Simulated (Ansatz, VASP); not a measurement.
## AlN: VASP beside Ansatz

Contents of POSCAR:

```
AlN
1.0
    0.0218487642      2.2067251850      2.2067251850
    2.2067251850      0.0218487642      2.2067251850
    2.2067251850      2.2067251850      0.0218487642
Al N
1 1
Direct
    0.0005962931      0.0005962931      0.0005962931
    0.2494037069      0.2494037069      0.2494037069
```

INCAR.step1

```
SYSTEM = AlN
PREC = Accurate
ENCUT = 520
EDIFF = 1E-5
ISMEAR = 0
SIGMA = 0.01
LREAL = .FALSE.
LASPH = .TRUE.
NELM = 60
ALGO = Normal
ISIF = 2
LWAVE = .TRUE.
LCHARG = .FALSE.
NBANDS = 11
GGA = PE
```

The input INCAR.step2:

```
SYSTEM = AlN
PREC = Accurate
ENCUT = 520
EDIFF = 1E-6
ISMEAR = 0
SIGMA = 0.01
LREAL = .FALSE.
LASPH = .TRUE.
NELM = 60
ALGO = Normal
ISIF = 2
LWAVE = .FALSE.
LCHARG = .FALSE.
GGA = PE
LHFCALC = .TRUE.
HFSCREEN = 0.2079
PRECFOCK = Normal
NBANDS = 11
ISTART = 1
```

Contents of KPOINTS:

```
regular mesh
0
G
  8 8 8
  0 0 0
```

Input for Ansatz:

```yaml
crystal:
  lattice:
    - [0.0218487642, 2.206725185, 2.206725185]
    - [2.206725185, 0.0218487642, 2.206725185]
    - [2.206725185, 2.206725185, 0.0218487642]
  atoms:
    - { symbol: Al, position: [0.0005962931, 0.0005962931, 0.0005962931] }
    - { symbol: "N", position: [0.2494037069, 0.2494037069, 0.2494037069] }
kpoints:
  mp_grid: { grid: [8, 8, 8] }
  band_path:
    path:
      - [0.0, 0.0, 0.0]
      - [-0.5, -0.5, 0.0]
      - [-0.375, -0.375, 0.25]
      - [-0.375, 0.0, 0.375]
      - [0.0, 0.0, 0.5]
      - [-0.5, -0.25, 0.25]
    npoints: 1
hamiltonian:
  xc: hse06
scf:
  occupations: { method: fixed }
  n_extra_bands: 4
output:
  forces: true
  stress: true
  eigenvalues: true
```

Change from the starting cell: shear_111 strain +1.5%.

Alike in both runs: task single point; functional HSE06; k mesh 8 × 8 × 8; no spin polarisation.

|  | VASP | Ansatz |
| --- | --- | --- |
| version | VASP 6.6.1 | Ansatz 0.2.0 |
| potentials or method | VASP PAW PBE potentials, release 64 (Al, N) | plane waves, PAW |
| plane-wave cutoff (eV) | 520 | 420 |
| occupations | gaussian, width 0.01 eV | fixed |
| valence electrons in the cell | 8 | 8 |

Ansatz gave:

| Item | Value |
| --- | --- |
| gap on the k mesh at the Fermi level (eV) | 4.49 |
| pressure (GPa) | -3.7 |
| traceless stress, the component that is largest in VASP (GPa) | -1.91 |

Q: Estimate VASP's values.

A: gap on the k mesh at the Fermi level (eV): 4.49; pressure (GPa): -3.8; traceless stress, the component that is largest in VASP (GPa): -1.93.

Ansatz's warnings: stress exchange threshold loose, stress scf threshold loose.
